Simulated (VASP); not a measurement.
# PtSe2 (P-3m1) in VASP: a series of runs

The runs below take PtSe2 through single point, with revPBE+D3(BJ).

All numbers are computed with VASP 6.6.1; they aren't measurements. Logs are shortened: lines on timing, memory, paths and dates and some standing lists are left out, and cuts for length are marked.

### Step 1. The cell of the first run

Symmetry: P-3m1, No. 164, trigonal system. Conventional cell: a = 3.699 Å, b = 3.699 Å, c = 5.028 Å, α = 90.00°, β = 90.00°, γ = 120.00°. Within 3.3 Å of Pt (site symmetry -3m) lie 6 Se at 2.48 Å. Within 3.3 Å of Se (site symmetry 3m) lie 3 Pt at 2.48 Å and 6 Se at 3.30 Å.

### Step 2. Single point, revPBE+D3(BJ)

INCAR reads:

```
PREC = Accurate
ENCUT = 520
EDIFF = 1E-6
ISMEAR = -1
SIGMA = 0.05
LREAL = False
LASPH = True
NELM = 60
ALGO = Normal
ISIF = 2
LWAVE = False
LCHARG = False
GGA = RE
IVDW = 12
NBANDS = 18
```

KPOINTS reads:

```
Automatic mesh
0
Gamma
  8 8 5
```

POSCAR reads:

```
PtSe2
1.0
    3.6990059583      0.0000000000      0.0000000000
   -1.8495029792      3.2034331287      0.0000000000
    0.0000000000      0.0000000000      5.0280258220
Pt Se
1 2
Direct
    0.0000000000      0.0000000000      0.0000000000
    0.6666666667      0.3333333333      0.7500000000
    0.3333333333      0.6666666667      0.2500000000
```

Potentials or basis: VASP PAW PBE potentials, release 64 (Pt, Se).

The run is started by

```console
cat potpaw_PBE.64/Pt/POTCAR potpaw_PBE.64/Se/POTCAR > POTCAR
mpirun -np 1 vasp_std > vasp.out
```

OUTCAR:

```text
PREC = Accurate
   ENCUT = 520
   EDIFF = 1E-6
   ISMEAR = -1
   LREAL = False
   LASPH = True
   NELM = 60
   ISIF = 2
   GGA = RE
   IVDW = 12
 IVDW          = 12

 ion  position               nearest neighbor table
   1  0.000  0.000  0.000-   2 2.48   3 2.48   2 2.48   3 2.48   2 2.48   3 2.48
   2  0.667  0.333  0.750-   1 2.48   1 2.48   1 2.48
   3  0.333  0.667  0.250-   1 2.48   1 2.48   1 2.48

  LATTYP: Found a hexagonal cell.
 ALAT       =     3.6990059583
 C/A-ratio  =     1.3592910849

  Lattice vectors:

 A1 = (   3.6990059583,   0.0000000000,   0.0000000000)
 A2 = (  -1.8495029792,   3.2034331287,   0.0000000000)
 A3 = (   0.0000000000,   0.0000000000,   5.0280258220)

Analysis of symmetry for initial positions (statically):
=====================================================================
 Subroutine PRICEL returns:
 Original cell was already a primitive cell.

 Routine SETGRP: Setting up the symmetry group for a
 hexagonal supercell.

 Subroutine GETGRP returns: Found 12 space group operations
 (whereof 12 operations were pure point group operations)
 out of a pool of 24 trial point group operations.

The static configuration has the point symmetry D_3d.

Analysis of symmetry for dynamics (positions and initial velocities):
=====================================================================
 Subroutine PRICEL returns:
 Original cell was already a primitive cell.

 Routine SETGRP: Setting up the symmetry group for a
 hexagonal supercell.

 Subroutine GETGRP returns: Found 12 space group operations
 (whereof 12 operations were pure point group operations)
 out of a pool of 24 trial point group operations.

The dynamic configuration has the point symmetry D_3d.

 Subroutine INISYM returns: Found 12 space group operations
 (whereof 12 operations are pure point group operations),
 and found     1 'primitive' translations

----------------------------------------------------------------------------------------

                                     Primitive cell

  volume of cell :      59.5797

  direct lattice vectors                    reciprocal lattice vectors
     3.699005958  0.000000000  0.000000000     0.270342901  0.156082546  0.000000000
[... 82 lines left out ...]
   ISPIN  =      1    spin polarized calculation?
   LNONCOLLINEAR =      F non collinear calculations
   LSORBIT =      F    spin-orbit coupling
   LASPH  =      T    aspherical Exc in radial PAW
   ENCUT  =  520.0 eV  38.22 Ry    6.18 a.u.   6.88  6.88  9.35*2*pi/ulx,y,z
   NELM   =     60;   NELMIN=  2; NELMDL= -5     # of ELM steps
   EDIFF  = 0.1E-05   stopping-criterion for ELM
   LREAL  =      F    real-space projection
   EDIFFG = 0.1E-04   stopping-criterion for IOM
   NSW    =      0    number of steps for IOM
   IBRION =     -1    ionic relax: 0-MD 1-quasi-New 2-CG
   NFREE  =      0    steps in history (QN), initial steepest desc. (CG)
   ISIF   =      2    stress and relaxation
   ISYM   =      2    0-nonsym 1-usesym 2-fastsym
   POTIM  = 0.5000    time-step for ionic-motion
   TEBEG  =    0.0;   TEEND  =   0.0 temperature during run
   PSTRESS=    0.0 pullay stress
   NELECT =      22.0000    total number of electrons
   NUPDOWN=      -1.0000    fix difference up-down
   EMIN   =  10.00;   EMAX   =-10.00  energy-range for DOS
   EFERMI =   0.00;   METHOD = LEGACY
   ISMEAR =    -1;   SIGMA  =   0.05  broadening in eV -4-tet -1-fermi 0-gaus
   EFERMI_NEDOS =   21; number of points for ismear=-14 and -15
   IALGO  =     38    algorithm
   IMIX   =      4    mixing-type and parameters
     AMIX     =   0.40;   BMIX     =  1.00
     AMIX_MAG =   1.60;   BMIX_MAG =  1.00
  volume/ion in A,a.u.               =      19.86       134.02
  Fermi-wavevector in a.u.,A,eV,Ry     =   1.174491  2.219466 18.768270  1.379429
  Thomas-Fermi vector in A             =   2.310887
   LORBIT       =      0    0 simple, 1 ext, 2 COOP (PROOUT), +10 PAW based schemes
   GGA     = RE    functional components
   LHFCALC =     F    Hartree Fock is set to
   AEXX    =    0.0000 exact exchange contribution
   IVDW    =    12    specifies the selected vdW correction
   LEPSILON=     F    determine dielectric tensor
   LRPA    =     F    only Hartree local field effects (RPA)
 non-spin polarized calculation
  energy-cutoff  :      520.00
  volume of cell :       59.58
 maximum number of plane-waves:      1622
   NGX = 13   NGY = 13   NGZ = 19

 number of electron      22.0000001 magnetization

 Free energy of the ion-electron system (eV)
  ---------------------------------------------------
  ext. energy  EPLUGINS =         0.00000000
  ---------------------------------------------------
  free energy    TOTEN  =       -12.90556629 eV

  energy without entropy =      -12.90036417  energy(sigma->0) =      -12.90296523

 E-fermi :   6.9584     XC(G=0): -10.6488

 val. band max:        6.9469298516   @ k =   0.0000   0.1250   0.2000
 cond. band min:       7.0272138857   @ k =   0.3750   0.2500   0.0000
 fundamental gap:      0.0802840342
 Fermi energy:         6.9584132814

 k-point     1 :       0.0000    0.0000    0.0000
  band No.  band energies     occupation
      1      -8.9979      2.00000
      2      -6.0488      2.00000
      3      -0.4860      2.00000
      4       0.2175      2.00000
      5       0.2175      2.00000
      6       2.7228      2.00000
[... 481 lines left out ...]
      5       0.9549      2.00000
      6       1.7558      2.00000
[... 10 lines left out ...]
     17      15.4124      0.00000
     18      15.9864      0.00000

 [... further k-points ...]

------------------------ aborting loop because EDIFF is reached ----------------------------------------

 Edisp (eV)   -2.82813

 E8    (eV) :    -1.9689

  FORCE on cell =-STRESS in cart. coord.  units (eV):
  Direction    XX          YY          ZZ          XY          YZ          ZX
  --------------------------------------------------------------------------------------
  -------------------------------------------------------------------------------------
  Total       2.05920     2.05920     0.88233    -0.00000     0.00000    -0.00000
  in kB      55.37464    55.37464    23.72697    -0.00000     0.00000    -0.00000
  external pressure =       44.83 kB  Pullay stress =        0.00 kB

 VOLUME and BASIS-vectors are now :
 -----------------------------------------------------------------------------
  energy-cutoff  :      520.00
  volume of cell :       59.58
      direct lattice vectors                 reciprocal lattice vectors
     3.699005958  0.000000000  0.000000000     0.270342901  0.156082546  0.000000000
    -1.849502979  3.203433129  0.000000000     0.000000000  0.312165093  0.000000000
     0.000000000  0.000000000  5.028025822     0.000000000  0.000000000  0.198885216

 POSITION                                       TOTAL-FORCE (eV/Angst)
 -----------------------------------------------------------------------------------
      0.00000      0.00000      0.00000        -0.000000      0.000000      0.000000
      1.84950      1.06781      3.77102        -0.000000      0.000000     -0.964929
     -0.00000      2.13562      1.25701         0.000000     -0.000000      0.964929
 -----------------------------------------------------------------------------------
    total drift:                               -0.000000     -0.000000     -0.000000

  FREE ENERGIE OF THE ION-ELECTRON SYSTEM (eV)
  ---------------------------------------------------
  free  energy   TOTEN  =       -15.7336916653 eV

  energy  without entropy=      -15.7284895433  energy(sigma->0) =      -15.73109060
```

Run time: 58 s. Hardware: 1 thread of Intel Xeon 8259CL, shared host; peak memory 0.21 GiB.

Results:

* Free energy: -15.7337 eV
* Pressure: 4.5 GPa
* Largest force: 0.965 eV/Å
* Band gap on the k mesh: zero (bands 11 and 12 overlap by 0.27 eV)
* Dispersion energy per atom: -0.943 eV

Forces on the atoms (eV/Å):
```
Pt   0.000  0.000  0.000
Se   0.000  0.000 -0.965
Se   0.000  0.000  0.965
```

Caveat: the cell stands under pressure; the PAW data sets were made with another functional, which shifts forces and pressure a little; spin-orbit coupling is left out, which moves the levels of the heavy elements.

### Step 3. Single point, revPBE+D3(BJ)

This run uses another cell than the first one, of 20.27 Å³/atom.

INCAR reads:

```
SYSTEM = PtSe2
ALGO = Normal
EDIFF = 1E-7
ENCUT = 520
GGA = RE
ISIF = 2
ISMEAR = -1
IVDW = 12
LASPH = .True.
LCHARG = .False.
LREAL = .False.
LWAVE = .False.
NBANDS = 18
NELM = 80
PREC = Accurate
SIGMA = 0.05
```

KPOINTS reads:

```
k-points
0
Gamma
  8 8 5
  0 0 0
```

POSCAR reads:

```
PtSe2
1.0
    3.7240000000      0.0000000000      0.0000000000
   -1.8620000000      3.2250786037      0.0000000000
    0.0000000000      0.0000000000      5.0620000000
Pt Se
1 2
Direct
    0.0000000000      0.0000000000      0.0000000000
    0.6666666667      0.3333333333      0.7500000000
    0.3333333333      0.6666666667      0.2500000000
```

Potentials or basis: VASP PAW PBE potentials, release 64 (Pt, Se).

The run is started by

```console
cat potpaw_PBE.64/Pt/POTCAR potpaw_PBE.64/Se/POTCAR > POTCAR
mpirun -np 1 vasp_std > vasp.out
```

OUTCAR:

```text
SYSTEM = PtSe2
   EDIFF = 1E-7
   ENCUT = 520
   GGA = RE
   ISIF = 2
   ISMEAR = -1
   IVDW = 12
   LASPH = .True.
   LREAL = .False.
   NELM = 80
   PREC = Accurate
 IVDW          = 12

 ion  position               nearest neighbor table
   1  0.000  0.000  0.000-   2 2.49   3 2.49   2 2.49   3 2.49   2 2.49   3 2.49
   2  0.667  0.333  0.750-   1 2.49   1 2.49   1 2.49
   3  0.333  0.667  0.250-   1 2.49   1 2.49   1 2.49

  LATTYP: Found a hexagonal cell.
 ALAT       =     3.7240000000
 C/A-ratio  =     1.3592910849

  Lattice vectors:

 A1 = (   3.7240000000,   0.0000000000,   0.0000000000)
 A2 = (  -1.8620000000,   3.2250786037,   0.0000000000)
 A3 = (   0.0000000000,   0.0000000000,   5.0620000000)

Analysis of symmetry for initial positions (statically):
=====================================================================
 Subroutine PRICEL returns:
 Original cell was already a primitive cell.

 Routine SETGRP: Setting up the symmetry group for a
 hexagonal supercell.

 Subroutine GETGRP returns: Found 12 space group operations
 (whereof 12 operations were pure point group operations)
 out of a pool of 24 trial point group operations.

The static configuration has the point symmetry D_3d.

Analysis of symmetry for dynamics (positions and initial velocities):
=====================================================================
 Subroutine PRICEL returns:
 Original cell was already a primitive cell.

 Routine SETGRP: Setting up the symmetry group for a
 hexagonal supercell.

 Subroutine GETGRP returns: Found 12 space group operations
 (whereof 12 operations were pure point group operations)
 out of a pool of 24 trial point group operations.

The dynamic configuration has the point symmetry D_3d.

 Subroutine INISYM returns: Found 12 space group operations
 (whereof 12 operations are pure point group operations),
[... 114 lines left out ...]
   EFERMI_NEDOS =   21; number of points for ismear=-14 and -15
   IALGO  =     38    algorithm
   IMIX   =      4    mixing-type and parameters
     AMIX     =   0.40;   BMIX     =  1.00
     AMIX_MAG =   1.60;   BMIX_MAG =  1.00
  volume/ion in A,a.u.               =      20.27       136.76
  Fermi-wavevector in a.u.,A,eV,Ry     =   1.166608  2.204570 18.517184  1.360975
  Thomas-Fermi vector in A             =   2.303119
   LORBIT       =      0    0 simple, 1 ext, 2 COOP (PROOUT), +10 PAW based schemes
   GGA     = RE    functional components
   LHFCALC =     F    Hartree Fock is set to
   AEXX    =    0.0000 exact exchange contribution
   IVDW    =    12    specifies the selected vdW correction
   LEPSILON=     F    determine dielectric tensor
   LRPA    =     F    only Hartree local field effects (RPA)
 non-spin polarized calculation
  energy-cutoff  :      520.00
  volume of cell :       60.80
 maximum number of plane-waves:      1654
   NGX = 13   NGY = 13   NGZ = 19

 number of electron      21.9999999 magnetization

 Free energy of the ion-electron system (eV)
  ---------------------------------------------------
  ext. energy  EPLUGINS =         0.00000000
  ---------------------------------------------------
  free energy    TOTEN  =       -12.98627642 eV

  energy without entropy =      -12.98112634  energy(sigma->0) =      -12.98370138

 E-fermi :   6.6676     XC(G=0): -10.5459

 val. band max:        6.6507108954   @ k =   0.0000   0.1250   0.2000
 cond. band min:       6.7432828950   @ k =   0.3750   0.2500   0.0000
 fundamental gap:      0.0925719996
 Fermi energy:         6.6675548070

 k-point     1 :       0.0000    0.0000    0.0000
  band No.  band energies     occupation
      1      -9.0903      2.00000
      2      -6.2647      2.00000
      3      -0.5846      2.00000
      4       0.1096      2.00000
      5       0.1096      2.00000
      6       2.5635      2.00000
[... 481 lines left out ...]
      5       0.8180      2.00000
      6       1.6081      2.00000
[... 10 lines left out ...]
     17      15.1100      0.00000
     18      15.6499      0.00000

 [... further k-points ...]

------------------------ aborting loop because EDIFF is reached ----------------------------------------

 Edisp (eV)   -2.77064

 E8    (eV) :    -1.9291

  FORCE on cell =-STRESS in cart. coord.  units (eV):
  Direction    XX          YY          ZZ          XY          YZ          ZX
  --------------------------------------------------------------------------------------
  -------------------------------------------------------------------------------------
  Total       0.87783     0.87783     0.10558     0.00000    -0.00000     0.00000
  in kB      23.13392    23.13392     2.78245     0.00000    -0.00000     0.00000
  external pressure =       16.35 kB  Pullay stress =        0.00 kB

 VOLUME and BASIS-vectors are now :
 -----------------------------------------------------------------------------
  energy-cutoff  :      520.00
  volume of cell :       60.80
      direct lattice vectors                 reciprocal lattice vectors
     3.724000000  0.000000000  0.000000000     0.268528464  0.155034981  0.000000000
    -1.862000000  3.225078604  0.000000000     0.000000000  0.310069962  0.000000000
     0.000000000  0.000000000  5.062000000     0.000000000  0.000000000  0.197550375

 POSITION                                       TOTAL-FORCE (eV/Angst)
 -----------------------------------------------------------------------------------
      0.00000      0.00000      0.00000         0.000000      0.000000      0.000000
      1.86200      1.07503      3.79650         0.000000      0.000000     -0.692907
     -0.00000      2.15005      1.26550        -0.000000      0.000000      0.692907
 -----------------------------------------------------------------------------------
    total drift:                               -0.000000     -0.000000     -0.000000

  FREE ENERGIE OF THE ION-ELECTRON SYSTEM (eV)
  ---------------------------------------------------
  free  energy   TOTEN  =       -15.7569211433 eV

  energy  without entropy=      -15.7517710674  energy(sigma->0) =      -15.75434611
```

OSZICAR:

```text
N       E                     dE             d eps       ncg     rms          rms(c)
DAV:   1     0.110931133546E+03    0.11093E+03   -0.99760E+03  1456   0.107E+03
DAV:   2    -0.874933452231E+01   -0.11968E+03   -0.11578E+03  1780   0.213E+02
DAV:   3    -0.136807909369E+02   -0.49315E+01   -0.48985E+01  1710   0.427E+01
DAV:   4    -0.137184646699E+02   -0.37674E-01   -0.37658E-01  1806   0.409E+00
DAV:   5    -0.137188565787E+02   -0.39191E-03   -0.39190E-03  1712   0.405E-01    0.130E+01
DAV:   6    -0.131776361884E+02    0.54122E+00   -0.38651E+00  1488   0.181E+01    0.804E+00
DAV:   7    -0.130022273868E+02    0.17541E+00   -0.76751E-01  1478   0.850E+00    0.402E+00
DAV:   8    -0.129870476604E+02    0.15180E-01   -0.43798E-02  1594   0.164E+00    0.788E-01
DAV:   9    -0.129859112624E+02    0.11364E-02   -0.62523E-03  1702   0.739E-01    0.159E-01
DAV:  10    -0.129862547833E+02   -0.34352E-03   -0.11103E-03  1646   0.222E-01    0.492E-02
DAV:  11    -0.129862654145E+02   -0.10631E-04   -0.54907E-05  1876   0.676E-02    0.264E-02
DAV:  12    -0.129862751840E+02   -0.97695E-05   -0.24341E-05  1540   0.309E-02    0.325E-03
DAV:  13    -0.129862759898E+02   -0.80580E-06   -0.10340E-06  1934   0.659E-03    0.223E-03
DAV:  14    -0.129862762484E+02   -0.25856E-06   -0.42144E-07  1540   0.425E-03    0.103E-03
DAV:  15    -0.129862763867E+02   -0.13828E-06   -0.46429E-08  1380   0.138E-03    0.302E-04
DAV:  16    -0.129862764158E+02   -0.29166E-07   -0.64542E-09   824   0.610E-04
   1 F= -.15756921E+02 E0= -.15754346E+02  d E =-.515008E-02
```

Run time: 77 s. Hardware: 1 thread of Intel Xeon 8259CL, shared host; peak memory 0.21 GiB.

Results:

- Free energy: -15.7569 eV
- Pressure: 1.6 GPa
- Largest force: 0.693 eV/Å
- Band gap on the k mesh: zero (bands 11 and 12 overlap by 0.27 eV)
- Dispersion energy per atom: -0.924 eV

Forces in eV/Å, atoms in the order of the input:
```
Pt   0.000  0.000  0.000
Se   0.000  0.000 -0.693
Se   0.000  0.000  0.693
```

Stress tensor (GPa, compression positive):
```
2.31 0.00 0.00
0.00 2.31 0.00
0.00 0.00 0.28
```

Caveat: the PAW data sets were made with another functional, which shifts forces and pressure a little; spin-orbit coupling is left out, which moves the levels of the heavy elements.

### Step 4. Single point, revPBE+D3(BJ)

This run uses another cell than the first one, of 20.67 Å³/atom.

INCAR reads:

```
PREC = Accurate
ENCUT = 520
EDIFF = 1E-6
ISMEAR = -1
SIGMA = 0.05
LREAL = False
LASPH = True
NELM = 80
ALGO = Normal
ISIF = 2
LWAVE = False
LCHARG = True
GGA = RE
IVDW = 12
LELF = True
LVHAR = True
NBANDS = 18
```

KPOINTS reads:

```
Automatic mesh
0
Gamma
  8 8 5
```

POSCAR reads:

```
PtSe2
1.0
    3.7486629704      0.0000000000      0.0000000000
   -1.8743314852      3.2464373626      0.0000000000
    0.0000000000      0.0000000000      5.0955241558
Pt Se
1 2
Direct
    0.0000000000      0.0000000000      0.0000000000
    0.6666666667      0.3333333333      0.7500000000
    0.3333333333      0.6666666667      0.2500000000
```

The run is started by

```console
cat potpaw_PBE.64/Pt/POTCAR potpaw_PBE.64/Se/POTCAR > POTCAR
mpirun -np 1 vasp_std > vasp.out
```

Wall time 55 s (1 thread of Intel Xeon 8259CL, shared host); peak memory 0.21 GiB.

It converged, with:

| Property | Result |
| --- | --- |
| Free energy | -15.7598 eV |
| Pressure | -0.9 GPa |
| Largest force | 0.444 eV/Å |
| Band gap on the k mesh | zero (bands 11 and 12 overlap by 0.26 eV) |
| Dispersion energy per atom | -0.905 eV |

Forces in eV/Å, atoms in the order of the input:
```
Pt   0.000  0.000  0.000
Se   0.000  0.000 -0.444
Se   0.000  0.000  0.444
```

Stress tensor (GPa, compression positive):
```
-0.54  0.00  0.00
 0.00 -0.54  0.00
 0.00  0.00 -1.57
```

Levels at points of the mesh, in eV from the Fermi level:
```csv
k point,band 7,band 8,band 9,band 10,band 11,band 12,band 13,band 14,band 15,band 16
"(0.00, 0.00, 0.00)",-3.98,-2.59,-1.10,-1.10,0.34,1.38,1.38,3.66,4.11,7.25
"(0.50, 0.00, 0.00)",-3.65,-3.51,-3.49,-3.41,-2.98,0.62,2.23,4.70,5.83,7.13
```

Caveat: the PAW data sets were made with another functional, which shifts forces and pressure a little; spin-orbit coupling is left out, which moves the levels of the heavy elements.

[end of part 1 of 2]
